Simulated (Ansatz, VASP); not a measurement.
Co in VASP and in Ansatz

```xyz
2
Lattice="2.4689 0.0000 0.0000 -1.2344 2.1381 0.0000 0.0000 0.0000 3.9922" Properties=species:S:1:pos:R:3 pbc="T T T"
Co    0.0000    1.4254    0.9981
Co    1.2344    0.7127    2.9942
```

Alike in both runs: functional PBE; dispersion D3(BJ); k mesh 21 × 21 × 10; occupations gaussian, width 0.1 eV; collinear spin.

Ansatz relaxed the structure, and its values are those at the end. VASP's run is a single point on that final structure, the one shown.

```csv
,VASP,Ansatz
version,VASP 6.6.1,Ansatz 0.2.0
potentials or method,"VASP PAW PBE potentials, release 64 (Co), cutoff 520 eV","scalar-relativistic, plane waves, PAW"
valence electrons in the cell,18,34
```

```csv
,VASP,Ansatz,Ansatz less VASP
gap on the k mesh at the Fermi level (eV),none,none,-
pressure (GPa),-1.0,0.0,+0.97
net moment per atom (μB),1.57,1.58,+0.010
size of the moment on the site where the two differ most (μB),1.59,1.66,+0.068
```

Site moments also hang on the region over which each program counts them. A gap of «none» marks a metal or a gap that the smearing closes. VASP's potentials hold 18 valence electrons a cell and Ansatz's 34, so a difference there can come from the potentials and not from the codes.
